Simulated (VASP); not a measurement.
# Sn3GeSe (P4mm) in VASP: notebook, part 2 of 3

VASP 6.6.1. Earlier steps stand in the parts before.

## Step 3: Single point, PBE

This run uses another cell than the first one, of 29.42 Å³/atom.

Input file INCAR:

```
  PREC = Accurate
  ENCUT = 520
  EDIFF = 1E-7
  ISMEAR = 0
  SIGMA = 0.1
  LREAL = F
  LASPH = T
  NELM = 100
  ALGO = Normal
  ISIF = 2
  LWAVE = F
  LCHARG = F
  GGA = PE
  NBANDS = 39
```

Input file KPOINTS:

```
Automatic mesh
0
Gamma
  4 4 4
```

Input file POSCAR:

```
Sn3GeSe
1.0
    5.0986613176      0.0000000000      0.0000000000
    0.0000000000      5.0986613176      0.0000000000
    0.0000000000      0.0000000000      5.6581308982
Sn Ge Se
3 1 1
Direct
    0.0000000000      0.0000000000      0.9815495916
    0.5000000000      0.0000000000      0.6527952335
    0.0000000000      0.5000000000      0.6527952335
    0.5000000000      0.5000000000      0.4255884222
    0.5000000000      0.5000000000      0.9929728091
```

Potentials or basis: VASP PAW PBE potentials, release 64 (Sn_d, Ge_d, Se).

Run with:

```sh
cat potpaw_PBE.64/Sn_d/POTCAR potpaw_PBE.64/Ge_d/POTCAR potpaw_PBE.64/Se/POTCAR > POTCAR
mpirun -np 1 vasp_std > vasp.out
```

OUTCAR:

```text
PREC = Accurate
   ENCUT = 520
   EDIFF = 1E-7
   ISMEAR = 0
   LREAL = F
   LASPH = T
   NELM = 100
   ISIF = 2
   GGA = PE

 ion  position               nearest neighbor table
   1  0.000  0.000  0.982-   2 3.16   3 3.16   3 3.16   2 3.16
   2  0.500  0.000  0.653-   4 2.86   4 2.86   1 3.16   1 3.16   5 3.19   5 3.19   3 3.61   3 3.61
                             3 3.61   3 3.61
   3  0.000  0.500  0.653-   4 2.86   4 2.86   1 3.16   1 3.16   5 3.19   5 3.19   2 3.61   2 3.61
                             2 3.61   2 3.61
   4  0.500  0.500  0.426-   5 2.45   3 2.86   2 2.86   2 2.86   3 2.86
   5  0.500  0.500  0.993-   4 2.45   3 3.19   2 3.19   2 3.19   3 3.19

  LATTYP: Found a simple tetragonal cell.
 ALAT       =     5.0986613176
 C/A-ratio  =     1.1097287201

  Lattice vectors:

 A1 = (   5.0986613176,   0.0000000000,   0.0000000000)
 A2 = (   0.0000000000,   5.0986613176,   0.0000000000)
 A3 = (   0.0000000000,   0.0000000000,   5.6581308982)

Analysis of symmetry for initial positions (statically):
=====================================================================
 Subroutine PRICEL returns:
 Original cell was already a primitive cell.

 Routine SETGRP: Setting up the symmetry group for a
 simple tetragonal supercell.

 Subroutine GETGRP returns: Found  8 space group operations
 (whereof  8 operations were pure point group operations)
 out of a pool of 16 trial point group operations.

The static configuration has the point symmetry C_4v.

Analysis of symmetry for dynamics (positions and initial velocities):
=====================================================================
 Subroutine PRICEL returns:
 Original cell was already a primitive cell.

 Routine SETGRP: Setting up the symmetry group for a
 simple tetragonal supercell.

 Subroutine GETGRP returns: Found  8 space group operations
 (whereof  8 operations were pure point group operations)
 out of a pool of 16 trial point group operations.

The dynamic configuration has the point symmetry C_4v.

 Subroutine INISYM returns: Found  8 space group operations
 (whereof  8 operations are pure point group operations),
 and found     1 'primitive' translations

----------------------------------------------------------------------------------------

                                     Primitive cell

  volume of cell :     147.0907

  direct lattice vectors                    reciprocal lattice vectors
     5.098661318  0.000000000  0.000000000     0.196129913  0.000000000  0.000000000
     0.000000000  5.098661318  0.000000000     0.000000000  0.196129913  0.000000000
     0.000000000  0.000000000  5.658130898     0.000000000  0.000000000  0.176736809

  length of vectors
     5.098661318  5.098661318  5.658130898     0.196129913  0.196129913  0.176736809

  position of ions in fractional coordinates (direct lattice)
     0.000000000  0.000000000  0.981549592
     0.500000000  0.000000000  0.652795234
     0.000000000  0.500000000  0.652795234
     0.500000000  0.500000000  0.425588422
     0.500000000  0.500000000  0.992972809

  ion indices of the primitive-cell ions
   primitive index   ion index
                 1           1
                 2           2
                 3           3
[... 26 lines left out ...]

 Found     18 irreducible k-points:

 Following reciprocal coordinates:
            Coordinates               Weight
  0.000000  0.000000  0.000000      1.000000
  0.250000  0.000000  0.000000      4.000000
  0.500000  0.000000  0.000000      2.000000
  0.250000  0.250000  0.000000      4.000000
  0.500000  0.250000  0.000000      4.000000
  0.500000  0.500000  0.000000      1.000000
[... 10 lines left out ...]
  0.500000  0.250000  0.500000      4.000000
  0.500000  0.500000  0.500000      1.000000
   k-points           NKPTS =     18   k-points in BZ     NKDIM =     18   number of bands    NBANDS=     39
   number of dos      NEDOS =    301   number of ions     NIONS =      5
   total plane-waves  NPLWV =  67200
   dimension x,y,z NGX =    40 NGY =   40 NGZ =   42
   dimension x,y,z NGXF=    80 NGYF=   80 NGZF=   84
   ions per type =               3   1   1
   NGX,Y,Z   is equivalent  to a cutoff of  13.04, 13.04, 12.34 a.u.
   NGXF,Y,Z  is equivalent  to a cutoff of  26.08, 26.08, 24.68 a.u.
 SYSTEM =  unknown system
   PREC   = accura    normal or accurate (medium, high low for compatibility)
   ISTART =      0    job   : 0-new  1-cont  2-samecut
   ICHARG =      2    charge: 1-file 2-atom 10-const
   ISPIN  =      1    spin polarized calculation?
   LNONCOLLINEAR =      F non collinear calculations
   LSORBIT =      F    spin-orbit coupling
   LASPH  =      T    aspherical Exc in radial PAW
   ENCUT  =  520.0 eV  38.22 Ry    6.18 a.u.   9.48  9.48 10.52*2*pi/ulx,y,z
   NELM   =    100;   NELMIN=  2; NELMDL= -5     # of ELM steps
   EDIFF  = 0.1E-06   stopping-criterion for ELM
   LREAL  =      F    real-space projection
   EDIFFG = 0.1E-05   stopping-criterion for IOM
   NSW    =      0    number of steps for IOM
   IBRION =     -1    ionic relax: 0-MD 1-quasi-New 2-CG
   NFREE  =      0    steps in history (QN), initial steepest desc. (CG)
   ISIF   =      2    stress and relaxation
   ISYM   =      2    0-nonsym 1-usesym 2-fastsym
   POTIM  = 0.5000    time-step for ionic-motion
   TEBEG  =    0.0;   TEEND  =   0.0 temperature during run
   PSTRESS=    0.0 pullay stress
   NELECT =      62.0000    total number of electrons
   NUPDOWN=      -1.0000    fix difference up-down
   EMIN   =  10.00;   EMAX   =-10.00  energy-range for DOS
   EFERMI =   0.00;   METHOD = LEGACY
   ISMEAR =     0;   SIGMA  =   0.10  broadening in eV -4-tet -1-fermi 0-gaus
   EFERMI_NEDOS =   21; number of points for ismear=-14 and -15
   IALGO  =     38    algorithm
   IMIX   =      4    mixing-type and parameters
     AMIX     =   0.40;   BMIX     =  1.00
     AMIX_MAG =   1.60;   BMIX_MAG =  1.00
  volume/ion in A,a.u.               =      29.42       198.52
  Fermi-wavevector in a.u.,A,eV,Ry     =   1.227468  2.319579 20.499605  1.506678
  Thomas-Fermi vector in A             =   2.362430
   LORBIT       =      0    0 simple, 1 ext, 2 COOP (PROOUT), +10 PAW based schemes
   GGA     = PE    functional components
   LHFCALC =     F    Hartree Fock is set to
   AEXX    =    0.0000 exact exchange contribution
   IVDW    =     0    specifies the selected vdW correction
   LEPSILON=     F    determine dielectric tensor
   LRPA    =     F    only Hartree local field effects (RPA)
 non-spin polarized calculation
 Gauss-broadening in eV      SIGMA  =   0.10
  energy-cutoff  :      520.00
  volume of cell :      147.09
 maximum number of plane-waves:      3995
 NGX is ok and might be reduce to    40
   NGX = 19   NGY = 19   NGZ = 21

 number of electron      62.0000016 magnetization

 Free energy of the ion-electron system (eV)
  ---------------------------------------------------
  ext. energy  EPLUGINS =         0.00000000
  ---------------------------------------------------
  free energy    TOTEN  =       -19.04364479 eV

  energy without entropy =      -19.04071914  energy(sigma->0) =      -19.04218197

 E-fermi :   5.0873     XC(G=0):  -9.3790

 val. band max:        4.9809392770   @ k =   0.2500   0.0000   0.5000
 cond. band min:       5.1557332794   @ k =   0.5000   0.5000   0.5000
 fundamental gap:      0.1747940024
 Fermi energy:         5.0873457960

 k-point     1 :       0.0000    0.0000    0.0000
  band No.  band energies     occupation
      1     -19.3317      2.00000
      2     -19.3000      2.00000
      3     -19.3000      2.00000
      4     -19.2636      2.00000
      5     -19.2495      2.00000
      6     -16.2167      2.00000
[... 745 lines left out ...]
     38      10.0541      0.00000
     39      10.0894      0.00000

------------------------ aborting loop because EDIFF is reached ----------------------------------------

  FORCE on cell =-STRESS in cart. coord.  units (eV):
  Direction    XX          YY          ZZ          XY          YZ          ZX
  --------------------------------------------------------------------------------------
  -------------------------------------------------------------------------------------
  Total       -0.0608862     -0.0608862     -0.1059759      0.0000000      0.0000000      0.0000000
  in kB       -0.6631989     -0.6631989     -1.1543359      0.0000000      0.0000000      0.0000000
  external PRESSURE =      -0.8269112 kB  Pullay stress =       0.0000000 kB

 VOLUME and BASIS-vectors are now :
 -----------------------------------------------------------------------------
  energy-cutoff  :      520.00
  volume of cell :      147.09
      direct lattice vectors                 reciprocal lattice vectors
     5.098661318  0.000000000  0.000000000     0.196129913  0.000000000  0.000000000
     0.000000000  5.098661318  0.000000000     0.000000000  0.196129913  0.000000000
     0.000000000  0.000000000  5.658130898     0.000000000  0.000000000  0.176736809

 POSITION                                       TOTAL-FORCE (eV/Angst)
 -----------------------------------------------------------------------------------
      0.00000      0.00000      5.55374        -0.000000      0.000000     -0.018449
      2.54933      0.00000      3.69360         0.000000      0.000000     -0.001532
      0.00000      2.54933      3.69360        -0.000000      0.000000     -0.001532
      2.54933      2.54933      2.40804         0.000000     -0.000000      0.044654
      2.54933      2.54933      5.61837         0.000000      0.000000     -0.023142
 -----------------------------------------------------------------------------------
    total drift:                               -0.000000      0.000000      0.000059

  FREE ENERGIE OF THE ION-ELECTRON SYSTEM (eV)
  ---------------------------------------------------
  free  energy   TOTEN  =       -19.0436447905 eV

  energy  without entropy=      -19.0407191425  energy(sigma->0) =      -19.04218197
```

stdout:

```text
POSCAR found type information on POSCAR SnGeSe
 POSCAR found :  3 types and       5 ions
 scaLAPACK will be used
 LDA part: xc-table for (Slater+PW92), standard interpolation
 POSCAR, INCAR and KPOINTS ok, starting setup
 FFT: planning ... GRIDC
 FFT: planning ... GRID_SOFT
 FFT: planning ... GRID
 WAVECAR not read
 entering main loop
```

Run time: 40 s. Hardware: 1 thread of Intel Xeon 6975P-C (Granite Rapids), shared host; peak memory 0.29 GiB.

Results:

| Item | Value |
| --- | --- |
| Free energy | -19.0436 eV |
| Pressure | -0.1 GPa |
| Largest force | 0.045 eV/Å |
| Band gap on the k mesh | zero (bands 31 and 32 overlap by 1.44 eV) |

Forces in eV/Å, atoms in the order of the input:
```
Sn   0.000  0.000 -0.018
Sn   0.000  0.000 -0.002
Sn   0.000  0.000 -0.002
Ge   0.000  0.000  0.045
Se   0.000  0.000 -0.023
```

Caveat: spin-orbit coupling is left out, which moves the levels of the heavy elements.

## Step 4: Relaxation of cell and atoms, PBE

Input file INCAR:

```
PREC = Accurate
ENCUT = 600
EDIFF = 1E-6
ISMEAR = 0
SIGMA = 0.1
LREAL = F
LASPH = T
NELM = 100
ALGO = Normal
ISIF = 3
LWAVE = F
LCHARG = F
GGA = PE
IBRION = 2
NSW = 90
EDIFFG = -0.04
```

KPOINTS is that of step 3.

Input file POSCAR:

```
Sn3GeSe
1.0
    4.9754073300      0.0000000000      0.0000000000
    0.0000000000      4.9754073300      0.0000000000
    0.0000000000      0.0000000000      5.5454612300
Sn Ge Se
3 1 1
Direct
    0.0000000000      0.0000000000      0.9330971900
    0.5000000000      0.0000000000      0.7382687500
    0.0000000000      0.5000000000      0.7382687500
    0.5000000000      0.5000000000      0.3383879900
    0.5000000000      0.5000000000      0.9576786100
```

Run with:

```sh
cat potpaw_PBE.64/Sn_d/POTCAR potpaw_PBE.64/Ge_d/POTCAR potpaw_PBE.64/Se/POTCAR > POTCAR
mpirun -np 1 vasp_std > vasp.out
```

Run time: 12 min. Hardware: 1 thread of Intel Xeon 6975P-C (Granite Rapids), shared host; peak memory 0.35 GiB.

It converged, with:

| Item | Value |
| --- | --- |
| Free energy | -19.0430 eV |
| Relaxed volume | 29.36 Å³/atom |
| Relaxed cell | a = 5.104 Å, b = 5.104 Å, c = 5.636 Å, α = 90.00°, β = 90.00°, γ = 90.00° |
| Space group after relaxing (to 0.1 Å) | P4mm (No. 99) |
| Energy gained by relaxing | 613.8 meV/atom |
| Ionic steps | 22 |
| Pressure after relaxing | 0.0 GPa |
| Largest force after relaxing | 0.011 eV/Å |
| Band gap on the k mesh | zero (bands 31 and 32 overlap by 1.42 eV) |

Forces in eV/Å, atoms in the order of the input:
```
Sn   0.000  0.000  0.009
Sn   0.000  0.000 -0.006
Sn   0.000  0.000 -0.006
Ge   0.000  0.000  0.011
Se   0.000  0.000 -0.010
```

Step by step:
| step | energy change (eV) | largest force (eV/Å) | pressure (GPa) | volume (Å³) |
| --- | --- | --- | --- | --- |
| 1 | 0.0000 | 5.8777 | 14.67 | 137.28 |
| 2 | -1.6823 | 0.5558 | -4.32 | 193.53 |
| 3 | -2.0311 | 0.9190 | -1.08 | 170.66 |
| 4 | -2.2210 | 0.9354 | -1.23 | 167.02 |
| 5 | -2.6298 | 0.7859 | -0.72 | 156.08 |
| 6 | -1.8194 | 2.9406 | 6.00 | 134.12 |
| 7 | -2.6031 | 1.0134 | 0.40 | 151.25 |
| 8 | -2.7390 | 0.5287 | 0.19 | 149.71 |
| 9 | -2.8936 | 0.6989 | 0.10 | 146.20 |
| 10 | -2.9125 | 0.8112 | 0.21 | 144.84 |
| 11 | -2.9906 | 0.5644 | -0.01 | 145.13 |
| 12 | -3.0310 | 0.4140 | -0.15 | 145.39 |
| 13 | -3.0350 | 0.3959 | -0.16 | 145.46 |
| 14 | -3.0507 | 0.2353 | 0.08 | 144.86 |
| 15 | -3.0534 | 0.1906 | 0.26 | 144.51 |
| 16 | -3.0605 | 0.1632 | 0.13 | 145.38 |
| 17 | -3.0660 | 0.1212 | -0.24 | 147.17 |
| 18 | -3.0674 | 0.0517 | 0.17 | 146.15 |
| 19 | -3.0675 | 0.0577 | 0.07 | 146.39 |
| 20 | -3.0682 | 0.0440 | 0.03 | 146.61 |
| 21 | -3.0686 | 0.0506 | -0.04 | 146.99 |
| 22 | -3.0688 | 0.0114 | 0.02 | 146.81 |

Final structure:
```yaml
crystal:
  lattice:
    - [5.10363, 0.00000, 0.00000]
    - [0.00000, 5.10363, 0.00000]
    - [0.00000, 0.00000, 5.63617]
  atoms:
    - { symbol: Sn, position: [0.00000, 0.00000, 0.98107] }
    - { symbol: Sn, position: [0.50000, 0.00000, 0.65271] }
    - { symbol: Sn, position: [0.00000, 0.50000, 0.65271] }
    - { symbol: Ge, position: [0.50000, 0.50000, 0.42672] }
    - { symbol: Se, position: [0.50000, 0.50000, 0.99250] }
```

Levels at points of the mesh, in eV from the Fermi level:
```tsv
k point	band 28	band 29	band 30	band 31	band 32	band 33	band 34	band 35
(0.00, 0.00, 0.00)	-1.68	-0.56	-0.56	0.14	0.39	0.39	1.44	2.83
(0.50, 0.00, 0.00)	-2.02	-1.32	-1.31	-0.19	0.21	0.78	2.86	3.53
(0.50, 0.50, 0.00)	-2.61	-1.29	-0.47	-0.47	1.59	2.57	2.57	3.61
(0.00, 0.00, 0.50)	-2.11	-2.11	-1.87	0.45	0.61	0.77	0.77	2.62
(0.50, 0.00, 0.50)	-2.08	-1.78	-1.04	-0.39	-0.26	0.79	1.38	2.24
(0.50, 0.50, 0.50)	-2.50	-1.58	0.11	1.10	1.10	3.63	3.63	3.89
```

Caveat: spin-orbit coupling is left out, which moves the levels of the heavy elements.

(Part 2 of 3 ends here.)

The gap in the log of VASP goes by the Fermi energy; the results here count the filled bands.